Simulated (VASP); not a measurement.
# Cu (I4/mmm) in VASP: further runs

The runs below take Cu through single point, with LDA.

Everything below comes from runs of VASP 6.6.1. Logs are shortened: lines on timing, memory, paths and dates and some standing lists are left out, and cuts for length are marked.

### Step 1. The cell of the first run

It takes space group I4/mmm (No. 139, tetragonal). The conventional cell has a = 2.886 Å, b = 2.886 Å, c = 2.752 Å, α = 90.00°, β = 90.00°, γ = 90.00°. Within 3.2 Å of Cu (site symmetry 4/mmm) lie 14 Cu at 2.46 to 2.89 Å.

### Step 2. Single point, LDA

Contents of INCAR:

```
ALGO = Fast
EDIFF = 1E-7
ENCUT = 520
ISIF = 2
ISMEAR = 0
LASPH = T
LCHARG = T
LELF = T
LREAL = F
LVHAR = T
LWAVE = F
NBANDS = 12
NELM = 100
PREC = Accurate
SIGMA = 0.15
```

Contents of KPOINTS:

```
k-points
0
Gamma
  24 24 24
```

Contents of POSCAR:

```
Cu
1.0
   -1.4427933200      1.4427933200      1.3760814500
    1.4427933200     -1.4427933200      1.3760814500
    1.4427933200      1.4427933200     -1.3760814500
Cu
1
Direct
    0.0000000000      0.0000000000      0.0000000000
```

Potentials or basis: VASP PAW LDA potentials, release 64 (Cu).

On the command line:

```console
$ cat potpaw_LDA.64/Cu/POTCAR > POTCAR
$ mpirun -np 1 vasp_std > vasp.out
```

OUTCAR:

```text
EDIFF = 1E-7
   ENCUT = 520
   ISIF = 2
   ISMEAR = 0
   LASPH = T
   LREAL = F
   NELM = 100
   PREC = Accurate

 ion  position               nearest neighbor table
   1  0.000  0.000  0.000-

  LATTYP: Found a body centered tetragonal cell.
 ALAT       =     2.8855866400
 C/A-ratio  =     0.9537620052

  Lattice vectors:

 A1 = (  -1.4427933200,   1.4427933200,   1.3760814500)
 A2 = (   1.4427933200,  -1.4427933200,   1.3760814500)
 A3 = (   1.4427933200,   1.4427933200,  -1.3760814500)

Analysis of symmetry for initial positions (statically):
=====================================================================
 Subroutine PRICEL returns:
 Original cell was already a primitive cell.

 Routine SETGRP: Setting up the symmetry group for a
 body centered tetragonal supercell.

 Subroutine GETGRP returns: Found 16 space group operations
 (whereof 16 operations were pure point group operations)
 out of a pool of 16 trial point group operations.

The static configuration has the point symmetry D_4h.

Analysis of symmetry for dynamics (positions and initial velocities):
=====================================================================
 Subroutine PRICEL returns:
 Original cell was already a primitive cell.

 Routine SETGRP: Setting up the symmetry group for a
 body centered tetragonal supercell.

 Subroutine GETGRP returns: Found 16 space group operations
 (whereof 16 operations were pure point group operations)
 out of a pool of 16 trial point group operations.

The dynamic configuration has the point symmetry D_4h.

 Subroutine INISYM returns: Found 16 space group operations
 (whereof 16 operations are pure point group operations),
 and found     1 'primitive' translations

----------------------------------------------------------------------------------------

                                     Primitive cell

  volume of cell :      11.4581

  direct lattice vectors                    reciprocal lattice vectors
    -1.442793320  1.442793320  1.376081450     0.000000000  0.346549983  0.363350585
     1.442793320 -1.442793320  1.376081450     0.346549983  0.000000000  0.363350585
     1.442793320  1.442793320 -1.376081450     0.346549983  0.346549983  0.000000000

  length of vectors
     2.461078074  2.461078074  2.461078074     0.502116060  0.502116060  0.490095685
[... 84 lines left out ...]
   NFREE  =      0    steps in history (QN), initial steepest desc. (CG)
   ISIF   =      2    stress and relaxation
   ISYM   =      2    0-nonsym 1-usesym 2-fastsym
   POTIM  = 0.5000    time-step for ionic-motion
   TEBEG  =    0.0;   TEEND  =   0.0 temperature during run
   PSTRESS=    0.0 pullay stress
   NELECT =      11.0000    total number of electrons
   NUPDOWN=      -1.0000    fix difference up-down
   EMIN   =  10.00;   EMAX   =-10.00  energy-range for DOS
   EFERMI =   0.00;   METHOD = LEGACY
   ISMEAR =     0;   SIGMA  =   0.15  broadening in eV -4-tet -1-fermi 0-gaus
   EFERMI_NEDOS =   21; number of points for ismear=-14 and -15
   IALGO  =     68    algorithm
   IMIX   =      4    mixing-type and parameters
     AMIX     =   0.40;   BMIX     =  1.00
     AMIX_MAG =   1.60;   BMIX_MAG =  1.00
  volume/ion in A,a.u.               =      11.46        77.32
  Fermi-wavevector in a.u.,A,eV,Ry     =   1.614984  3.051878 35.486359  2.608174
  Thomas-Fermi vector in A             =   2.709805
   LORBIT       =      0    0 simple, 1 ext, 2 COOP (PROOUT), +10 PAW based schemes
   GGA     = CA    functional components
   LHFCALC =     F    Hartree Fock is set to
   AEXX    =    0.0000 exact exchange contribution
   IVDW    =     0    specifies the selected vdW correction
   LEPSILON=     F    determine dielectric tensor
   LRPA    =     F    only Hartree local field effects (RPA)
 non-spin polarized calculation
 RMM-DIIS sequential band-by-band and
 Gauss-broadening in eV      SIGMA  =   0.15
  energy-cutoff  :      520.00
  volume of cell :       11.46
 maximum number of plane-waves:       327
   NGX =  9   NGY =  9   NGZ =  9

 number of electron      10.9999998 magnetization

 Free energy of the ion-electron system (eV)
  ---------------------------------------------------
  ext. energy  EPLUGINS =         0.00000000
  ---------------------------------------------------
  free energy    TOTEN  =        -4.65873233 eV

  energy without entropy =       -4.65433291  energy(sigma->0) =       -4.65653262

 E-fermi :   7.7250     XC(G=0): -13.2818

 val. band max:        7.7246159312   @ k =   0.1667   0.1667   0.1667
 cond. band min:       7.7262471538   @ k =  -0.4167   0.4167   0.1667
 fundamental gap:      0.0016312226
 Fermi energy:         7.7249714300

 k-point     1 :       0.0000    0.0000    0.0000
  band No.  band energies     occupation
      1      -1.8513      2.00000
      2       4.3485      2.00000
      3       4.5467      2.00000
      4       4.5467      2.00000
      5       5.4365      2.00000
      6       5.6470      2.00000
      7      32.6571      0.00000
      8      32.6571      0.00000
      9      33.9131      0.00000
     10      36.4414      0.00000
     11      36.4425      0.00000
     12      36.7366      0.00000
[... 331 lines left out ...]
 k-point    24 :       0.4583    0.0417    0.0000
  band No.  band energies     occupation
      1       2.5210      2.00000
      2       3.6626      2.00000
      3       5.4957      2.00000
      4       5.7027      2.00000
      5       6.1649      2.00000
      6       7.3706      1.99917
      7      12.5356      0.00000
      8      24.3876      0.00000
      9      25.0667      0.00000
     10      29.6020      0.00000
     11      32.5751      0.00000
     12      41.3753      0.00000

 [... further k-points ...]

------------------------ aborting loop because EDIFF is reached ----------------------------------------

  FORCE on cell =-STRESS in cart. coord.  units (eV):
  Direction    XX          YY          ZZ          XY          YZ          ZX
  --------------------------------------------------------------------------------------
  -------------------------------------------------------------------------------------
  Total       -0.4824250     -0.4824250     -0.5061982      0.0000000      0.0000000      0.0000000
  in kB      -67.4571510    -67.4571510    -70.7813367      0.0000000      0.0000000      0.0000000
  external PRESSURE =     -68.5652129 kB  Pullay stress =       0.0000000 kB

 VOLUME and BASIS-vectors are now :
 -----------------------------------------------------------------------------
  energy-cutoff  :      520.00
  volume of cell :       11.46
      direct lattice vectors                 reciprocal lattice vectors
    -1.442793320  1.442793320  1.376081450     0.000000000  0.346549983  0.363350585
     1.442793320 -1.442793320  1.376081450     0.346549983  0.000000000  0.363350585
     1.442793320  1.442793320 -1.376081450     0.346549983  0.346549983  0.000000000

 POSITION                                       TOTAL-FORCE (eV/Angst)
 -----------------------------------------------------------------------------------
      0.00000      0.00000      0.00000        -0.000000     -0.000000      0.000000
 -----------------------------------------------------------------------------------
    total drift:                                0.000000      0.000000      0.000000

  FREE ENERGIE OF THE ION-ELECTRON SYSTEM (eV)
  ---------------------------------------------------
  free  energy   TOTEN  =        -4.6587323297 eV

  energy  without entropy=       -4.6543329077  energy(sigma->0) =       -4.65653262
```

stdout:

```text
POSCAR found type information on POSCAR Cu
 POSCAR found :  1 types and       1 ions
 scaLAPACK will be used
 LDA part: xc-table for (Slater(with rela. corr.)+CA(PZ))
 , standard interpolation
 POSCAR, INCAR and KPOINTS ok, starting setup
 FFT: planning ... GRIDC
 FFT: planning ... GRID_SOFT
 FFT: planning ... GRID
 WAVECAR not read
 entering main loop
WARNING in EDDRMM: call to ZHEGV failed, returncode =   6  3     12
WARNING in EDDRMM: call to ZHEGV failed, returncode =   6  3      9
WARNING in EDDRMM: call to ZHEGV failed, returncode =   6  3     10
WARNING in EDDRMM: call to ZHEGV failed, returncode =   6  3     10
WARNING in EDDRMM: call to ZHEGV failed, returncode =   6  3      8
WARNING in EDDRMM: call to ZHEGV failed, returncode =   6  3     11
WARNING in EDDRMM: call to ZHEGV failed, returncode =   6  3      9
WARNING in EDDRMM: call to ZHEGV failed, returncode =   6  3      8
WARNING in EDDRMM: call to ZHEGV failed, returncode =   6  3     10
WARNING in EDDRMM: call to ZHEGV failed, returncode =   6  3      9
WARNING in EDDRMM: call to ZHEGV failed, returncode =   6  3      9
WARNING in EDDRMM: call to ZHEGV failed, returncode =   6  3      9
WARNING in EDDRMM: call to ZHEGV failed, returncode =   6  3      9
WARNING in EDDRMM: call to ZHEGV failed, returncode =   6  3     10
WARNING in EDDRMM: call to ZHEGV failed, returncode =   6  3     11
```

It took 4.1 min on 1 thread of Intel Xeon 8259CL, shared host; peak memory 0.24 GiB.

Results:

| Quantity | Value |
| --- | --- |
| Free energy | -4.6587 eV |
| Pressure | -6.9 GPa |
| Band gap on the k mesh | zero (an odd number of electrons rules out a gap without spin polarisation) |

Stress tensor (GPa, compression positive):
```
-6.75  0.00  0.00
 0.00 -6.75  0.00
 0.00  0.00 -7.08
```

Caveat: the cell stands under tension.

### Step 3. Single point, LDA

Contents of INCAR:

```
ALGO = Fast
EDIFF = 1E-7
ENCUT = 520
GGA = CA
ISIF = 2
ISMEAR = 0
LASPH = True
LCHARG = False
LREAL = False
LWAVE = False
NBANDS = 12
NELM = 80
PREC = Accurate
SIGMA = 0.15
```

Contents of KPOINTS:

```
k-points
0
Gamma
  26 26 26
```

POSCAR is that of step 2.

Potentials or basis: VASP PAW LDA potentials, release 64 (Cu).

On the command line:

```console
$ cat potpaw_LDA.64/Cu/POTCAR > POTCAR
$ mpirun -np 1 vasp_std > vasp.out
```

Wall time 5 min (1 thread of Intel Xeon 8259CL, shared host); peak memory 0.27 GiB.

The run converged. Its results:

* Free energy: -4.6590 eV
* Pressure: -6.8 GPa
* Band gap on the k mesh: zero (an odd number of electrons rules out a gap without spin polarisation)

Stress tensor (GPa, compression positive):
```
-6.73  0.00  0.00
 0.00 -6.73  0.00
 0.00  0.00 -7.00
```

Levels at points of the mesh, in eV from the Fermi level:
```
           k point  band 4  band 5  band 6  band 7  band 8  band 9
(0.00, 0.00, 0.00)   -3.17   -2.28   -2.07   24.94   24.94   26.19
(0.50, 0.00, 0.00)   -1.97   -1.40   -0.51    4.67   17.34   17.36
(0.50, 0.50, 0.00)   -2.11   -1.43   -0.88    4.15   18.63   18.75
(0.50, 0.50, 0.50)   -1.60   -1.55    7.68    7.68    9.52   13.47
```

Caveat: the cell stands under tension.
